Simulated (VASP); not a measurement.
# Al7P8 (a cell with a defect) in VASP: single point with PBE

Aim: the single point of Al7P8 (a cell with a defect) with PBE.

Program: VASP 6.6.1. These are calculated values, not measurements. Logs are shortened: lines on timing, memory, paths and dates and some standing lists are left out, and cuts for length are marked.

## Step 1: The cell of the first run

The cell holds a defect, 15 atoms: a = 7.787 Å, b = 7.787 Å, c = 7.787 Å, α = 60.00°, β = 60.00°, γ = 60.00°.

## Step 2: Single point, PBE (atom 1 moved -0.125 of the way to it and -0.375 Å across, host rigid)

Contents of INCAR:

```
SYSTEM = Al7P8
ALGO = Normal
EDIFF = 1E-6
ENCUT = 400
GGA = PE
GGA_COMPAT = .FALSE.
ISIF = 2
ISMEAR = 0
LASPH = .TRUE.
LCHARG = .TRUE.
LELF = .TRUE.
LREAL = .FALSE.
LVHAR = .TRUE.
LWAVE = .FALSE.
NBANDS = 44
NELECT = 64.0
NELM = 120
PREC = Accurate
SIGMA = 0.05
```

Contents of KPOINTS:

```
k-points
0
G
  4 4 4
  0 0 0
```

Contents of POSCAR:

```
Al7P8
1.0
    0.0000000000      5.5065207351     -5.5065207351
    5.5065207351      5.5065207351      0.0000000000
    5.5065207351      0.0000000000     -5.5065207351
Al P
7 8
Direct
    0.0481547343      0.5625000000      0.4518452657
    0.5000000000      0.0000000000      0.5000000000
    0.5000000000      0.5000000000      0.5000000000
    0.0000000000      0.0000000000      1.0000000000
    0.0000000000      0.5000000000      1.0000000000
    0.5000000000      0.0000000000      1.0000000000
    0.5000000000      0.5000000000      1.0000000000
    0.1250000000      0.1250000000      0.1250000000
    0.1250000000      0.6250000000      0.1250000000
    0.6250000000      0.1250000000      0.1250000000
    0.6250000000      0.6250000000      0.1250000000
    0.1250000000      0.1250000000      0.6250000000
    0.1250000000      0.6250000000      0.6250000000
    0.6250000000      0.1250000000      0.6250000000
    0.6250000000      0.6250000000      0.6250000000
```

Potentials or basis: VASP PAW PBE potentials, release 64 (Al, P).

Started as:

```bash
$ cat potpaw_PBE.64/Al/POTCAR potpaw_PBE.64/P/POTCAR > POTCAR
$ mpirun -np 1 vasp_std > vasp.out
```

OUTCAR:

```text
SYSTEM = Al7P8
   EDIFF = 1E-6
   ENCUT = 400
   GGA = PE
   ISIF = 2
   ISMEAR = 0
   LASPH = .TRUE.
   LREAL = .FALSE.
   NELECT = 64.0
   NELM = 120
   PREC = Accurate

 ion  position               nearest neighbor table
   1  0.048  0.562  0.452-  13 2.04   9 2.15  15 2.74  12 2.82
   2  0.500  0.000  0.500-  10 2.38  12 2.38  15 2.38  14 2.38
   3  0.500  0.500  0.500-  11 2.38  13 2.38  14 2.38  15 2.38
   4  0.000  0.000  0.000-   9 2.38  10 2.38  12 2.38   8 2.38
   5  0.000  0.500  0.000-   8 2.38  11 2.38  13 2.38   9 2.38
   6  0.500  0.000  0.000-   8 2.38  11 2.38  14 2.38  10 2.38
   7  0.500  0.500  0.000-   9 2.38  10 2.38  15 2.38  11 2.38
   8  0.125  0.125  0.125-   5 2.38   6 2.38   4 2.38
   9  0.125  0.625  0.125-   1 2.15   4 2.38   7 2.38   5 2.38
  10  0.625  0.125  0.125-   2 2.38   4 2.38   7 2.38   6 2.38
  11  0.625  0.625  0.125-   3 2.38   5 2.38   6 2.38   7 2.38
  12  0.125  0.125  0.625-   2 2.38   4 2.38   1 2.82
  13  0.125  0.625  0.625-   1 2.04   3 2.38   5 2.38
  14  0.625  0.125  0.625-   3 2.38   6 2.38   2 2.38
  15  0.625  0.625  0.625-   2 2.38   7 2.38   3 2.38   1 2.74

  LATTYP: Found a face centered cubic cell.
 ALAT       =    11.0130414702

  Lattice vectors:

 A1 = (   0.0000000000,   5.5065207351,  -5.5065207351)
 A2 = (   5.5065207351,   5.5065207351,   0.0000000000)
 A3 = (   5.5065207351,   0.0000000000,  -5.5065207351)

Analysis of symmetry for initial positions (statically):
=====================================================================
 Subroutine PRICEL returns:
 Original cell was already a primitive cell.

 Routine SETGRP: Setting up the symmetry group for a
 face centered cubic supercell.

 Subroutine GETGRP returns: Found  1 space group operations
 (whereof  1 operations were pure point group operations)
 out of a pool of 48 trial point group operations.

The static configuration has the point symmetry C_1 .

Analysis of symmetry for dynamics (positions and initial velocities):
=====================================================================
 Subroutine PRICEL returns:
 Original cell was already a primitive cell.

 Routine SETGRP: Setting up the symmetry group for a
 face centered cubic supercell.

 Subroutine GETGRP returns: Found  1 space group operations
 (whereof  1 operations were pure point group operations)
 out of a pool of 48 trial point group operations.

The dynamic configuration has the point symmetry C_1 .

 Subroutine INISYM returns: Found  1 space group operations
 (whereof  1 operations are pure point group operations),
 and found     1 'primitive' translations

----------------------------------------------------------------------------------------

                                     Primitive cell

  volume of cell :     333.9349

  direct lattice vectors                    reciprocal lattice vectors
     0.000000000  5.506520735 -5.506520735    -0.090801438  0.090801438 -0.090801438
     5.506520735  5.506520735  0.000000000     0.090801438  0.090801438  0.090801438
     5.506520735  0.000000000 -5.506520735     0.090801438 -0.090801438 -0.090801438

  length of vectors
     7.787396305  7.787396305  7.787396305     0.157272704  0.157272704  0.157272704

  position of ions in fractional coordinates (direct lattice)
     0.048154734  0.562500000  0.451845266
     0.500000000  0.000000000  0.500000000
     0.500000000  0.500000000  0.500000000
     0.000000000  0.000000000  0.000000000
     0.000000000  0.500000000  0.000000000
     0.500000000  0.000000000  0.000000000
     0.500000000  0.500000000  0.000000000
     0.125000000  0.125000000  0.125000000
     0.125000000  0.625000000  0.125000000
     0.625000000  0.125000000  0.125000000
     0.625000000  0.625000000  0.125000000
     0.125000000  0.125000000  0.625000000
     0.125000000  0.625000000  0.625000000
     0.625000000  0.125000000  0.625000000
     0.625000000  0.625000000  0.625000000

  ion indices of the primitive-cell ions
   primitive index   ion index
                 1           1
                 2           2
                 3           3
                 4           4
                 5           5
                 6           6
                 7           7
                 8           8
                 9           9
                10          10
                11          11
                12          12
                13          13
                14          14
                15          15

----------------------------------------------------------------------------------------

 KPOINTS: k-points

Automatic generation of k-mesh.
 Grid dimensions read from file:
 generate k-points for:    4    4    4

 Generating k-lattice:

  Cartesian coordinates                     Fractional coordinates (reciprocal lattice)
    -0.022700359  0.022700359 -0.022700359     0.250000000  0.000000000  0.000000000
     0.022700359  0.022700359  0.022700359     0.000000000  0.250000000  0.000000000
     0.022700359 -0.022700359 -0.022700359     0.000000000  0.000000000  0.250000000

  Length of vectors
     0.039318176  0.039318176  0.039318176

  Shift w.r.t. Gamma in fractional coordinates (k-lattice)
     0.000000000  0.000000000  0.000000000

 Subroutine IBZKPT returns following result:
 ===========================================

 Found     36 irreducible k-points:

 Following reciprocal coordinates:
            Coordinates               Weight
  0.000000  0.000000  0.000000      1.000000
  0.250000  0.000000  0.000000      2.000000
  0.000000  0.250000  0.000000      2.000000
  0.000000  0.000000  0.250000      2.000000
  0.250000  0.250000  0.250000      2.000000
  0.500000  0.000000  0.000000      1.000000
[... 16 lines left out ...]
  0.250000  0.500000  0.500000      2.000000
  0.500000  0.000000  0.250000      2.000000
 [... further k-points ...]
   k-points           NKPTS =     36   k-points in BZ     NKDIM =     36   number of bands    NBANDS=     44
   number of dos      NEDOS =    301   number of ions     NIONS =     15
   total plane-waves  NPLWV = 157464
   dimension x,y,z NGX =    54 NGY =   54 NGZ =   54
   dimension x,y,z NGXF=   108 NGYF=  108 NGZF=  108
   ions per type =               7   8
   NGX,Y,Z   is equivalent  to a cutoff of  11.53, 11.53, 11.53 a.u.
   NGXF,Y,Z  is equivalent  to a cutoff of  23.06, 23.06, 23.06 a.u.
 SYSTEM =  Al7P8
   PREC   = accura    normal or accurate (medium, high low for compatibility)
   ISTART =      0    job   : 0-new  1-cont  2-samecut
   ICHARG =      2    charge: 1-file 2-atom 10-const
   ISPIN  =      1    spin polarized calculation?
   LNONCOLLINEAR =      F non collinear calculations
   LSORBIT =      F    spin-orbit coupling
   LASPH  =      T    aspherical Exc in radial PAW
   ENCUT  =  400.0 eV  29.40 Ry    5.42 a.u.  12.70 12.70 12.70*2*pi/ulx,y,z
   NELM   =    120;   NELMIN=  2; NELMDL= -5     # of ELM steps
   EDIFF  = 0.1E-05   stopping-criterion for ELM
   LREAL  =      F    real-space projection
   EDIFFG = 0.1E-04   stopping-criterion for IOM
   NSW    =      0    number of steps for IOM
   IBRION =     -1    ionic relax: 0-MD 1-quasi-New 2-CG
   NFREE  =      0    steps in history (QN), initial steepest desc. (CG)
   ISIF   =      2    stress and relaxation
   ISYM   =      2    0-nonsym 1-usesym 2-fastsym
   POTIM  = 0.5000    time-step for ionic-motion
   TEBEG  =    0.0;   TEEND  =   0.0 temperature during run
   PSTRESS=    0.0 pullay stress
   NELECT =      64.0000    total number of electrons
   NUPDOWN=      -1.0000    fix difference up-down
   EMIN   =  10.00;   EMAX   =-10.00  energy-range for DOS
   EFERMI =   0.00;   METHOD = LEGACY
   ISMEAR =     0;   SIGMA  =   0.05  broadening in eV -4-tet -1-fermi 0-gaus
   EFERMI_NEDOS =   21; number of points for ismear=-14 and -15
   IALGO  =     38    algorithm
   IMIX   =      4    mixing-type and parameters
     AMIX     =   0.40;   BMIX     =  1.00
     AMIX_MAG =   1.60;   BMIX_MAG =  1.00
  volume/ion in A,a.u.               =      22.26       150.23
  Fermi-wavevector in a.u.,A,eV,Ry     =   0.943874  1.783664 12.121415  0.890899
  Thomas-Fermi vector in A             =   2.071624
   LORBIT       =      0    0 simple, 1 ext, 2 COOP (PROOUT), +10 PAW based schemes
   GGA     = PE    functional components
   LHFCALC =     F    Hartree Fock is set to
   AEXX    =    0.0000 exact exchange contribution
   IVDW    =     0    specifies the selected vdW correction
   LEPSILON=     F    determine dielectric tensor
   LRPA    =     F    only Hartree local field effects (RPA)
 non-spin polarized calculation
 Gauss-broadening in eV      SIGMA  =   0.05
  energy-cutoff  :      400.00
  volume of cell :      333.93
 maximum number of plane-waves:      6102
 NGX is ok and might be reduce to    54
   NGX = 25   NGY = 25   NGZ = 25

 number of electron      64.0000017 magnetization

 Free energy of the ion-electron system (eV)
  ---------------------------------------------------
  ext. energy  EPLUGINS =         0.00000000
  ---------------------------------------------------
  free energy    TOTEN  =       -59.19440760 eV

  energy without entropy =      -59.19210218  energy(sigma->0) =      -59.19325489

 E-fermi :   5.2684     XC(G=0):  -9.0683

 val. band max:        5.2552225073   @ k =   0.0000   0.0000   0.2500
 cond. band min:       5.3209837030   @ k =   0.0000   0.2500   0.0000
 fundamental gap:      0.0657611957
 Fermi energy:         5.2684161775

 k-point     1 :       0.0000    0.0000    0.0000
  band No.  band energies     occupation
      1      -7.9921      2.00000
      2      -6.8044      2.00000
      3      -6.4981      2.00000
      4      -6.0853      2.00000
      5      -5.6641      2.00000
      6      -5.0694      2.00000
[... 36 lines left out ...]
     43       7.6848      0.00000
     44       7.8709      0.00000
[... 1040 lines left out ...]
      4      -6.2156      2.00000
      5      -5.8216      2.00000
      6      -5.3022      2.00000
[... 36 lines left out ...]
     43       8.5430      0.00000
     44       8.6302      0.00000

 [... further k-points ...]
[... 5 lines left out ...]
  --------------------------------------------------------------------------------------
  -------------------------------------------------------------------------------------
  Total       27.5443553     22.6807965     28.0995966      0.5401306     -1.7396588     -5.3274620
  in kB      132.1543191    108.8195818    134.8182965      2.5914781     -8.3466620    -25.5604862
  external PRESSURE =     125.2640658 kB  Pullay stress =       0.0000000 kB

 VOLUME and BASIS-vectors are now :
 -----------------------------------------------------------------------------
  energy-cutoff  :      400.00
  volume of cell :      333.93
      direct lattice vectors                 reciprocal lattice vectors
     0.000000000  5.506520735 -5.506520735    -0.090801438  0.090801438 -0.090801438
     5.506520735  5.506520735  0.000000000     0.090801438  0.090801438  0.090801438
     5.506520735  0.000000000 -5.506520735     0.090801438 -0.090801438 -0.090801438

 POSITION                                       TOTAL-FORCE (eV/Angst)
 -----------------------------------------------------------------------------------
      5.58551      3.36258     -2.75326        -0.759522     -4.722717     -0.029877
      2.75326      2.75326     -5.50652         1.540134     -0.569204      0.031083
      5.50652      5.50652     -5.50652         0.028348     -1.158398     -0.413497
      0.00000      0.00000      0.00000        -0.199464      1.849699      0.382126
      2.75326      2.75326      0.00000        -1.418644     -0.482913     -0.069657
      0.00000      2.75326     -2.75326         0.006183      0.160255      1.550410
      2.75326      5.50652     -2.75326        -0.361460      0.274306      0.137090
      1.37663      1.37663     -1.37663         0.499738     -0.300180     -0.374124
      4.12989      4.12989     -1.37663        -1.403063      1.055568      1.396282
      1.37663      4.12989     -4.12989        -0.011592     -0.092974     -0.079460
      4.12989      6.88315     -4.12989         0.076542      0.053225     -0.046159
      4.12989      1.37663     -4.12989        -0.046093      0.406597      0.520469
      6.88315      4.12989     -4.12989         2.766102      2.303968     -2.252755
      4.12989      4.12989     -6.88315        -0.284225      0.426687     -0.374007
      6.88315      6.88315     -6.88315        -0.432983      0.796082     -0.377924
 -----------------------------------------------------------------------------------
    total drift:                                0.000045     -0.000037     -0.000064

  FREE ENERGIE OF THE ION-ELECTRON SYSTEM (eV)
  ---------------------------------------------------
  free  energy   TOTEN  =       -59.1944076004 eV

  energy  without entropy=      -59.1921021831  energy(sigma->0) =      -59.19325489
```

It took 13 min on 1 thread of AMD EPYC 7R43 (Zen 3), shared host; peak memory 0.48 GiB.

Results:

| Quantity | Value |
| --- | --- |
| Free energy | -59.1944 eV |
| Largest force | 4.783 eV/Å |

Forces in eV/Å, atoms in the order of the input:
```
Al  -0.760 -4.723 -0.030
Al   1.540 -0.569  0.031
Al   0.028 -1.158 -0.413
Al  -0.199  1.850  0.382
Al  -1.419 -0.483 -0.070
Al   0.006  0.160  1.550
Al  -0.361  0.274  0.137
P    0.500 -0.300 -0.374
P   -1.403  1.056  1.396
P   -0.012 -0.093 -0.079
P    0.077  0.053 -0.046
P   -0.046  0.407  0.520
P    2.766  2.304 -2.253
P   -0.284  0.427 -0.374
P   -0.433  0.796 -0.378
```

Levels at points of the mesh, in eV from the Fermi level:
| k point | band 30 | band 31 | band 32 | band 33 | band 34 | band 35 |
| --- | --- | --- | --- | --- | --- | --- |
| (0.00, 0.00, 0.00) | -0.49 | -0.24 | -0.19 | -0.06 | 0.12 | 0.20 |
| (0.50, 0.00, 0.00) | -1.57 | -0.41 | -0.10 | 0.59 | 0.73 | 0.77 |
| (0.00, 0.50, 0.00) | -1.80 | -0.30 | -0.05 | 0.18 | 0.60 | 0.80 |
| (0.00, 0.00, 0.50) | -1.64 | -0.36 | -0.09 | 0.46 | 0.65 | 0.70 |
| (0.50, 0.50, 0.50) | -1.17 | -0.56 | -0.31 | 0.47 | 0.79 | 1.07 |
| (0.50, 0.50, 0.00) | -1.46 | -0.68 | -0.33 | 0.86 | 0.96 | 1.63 |
| (0.00, 0.50, 0.50) | -1.66 | -0.74 | -0.29 | 0.81 | 1.17 | 1.69 |
| (0.50, 0.00, 0.50) | -1.88 | -0.52 | -0.37 | 0.91 | 1.05 | 1.61 |

Caveat: the cell carries a net charge on a neutralising background, which shifts energy and pressure; the cell differs from its parent crystal (atom 1 moved -0.125 of the way to it and -0.375 Å across, host rigid); the cell is charged against a uniform background, so pressure and absolute levels hang on convention.
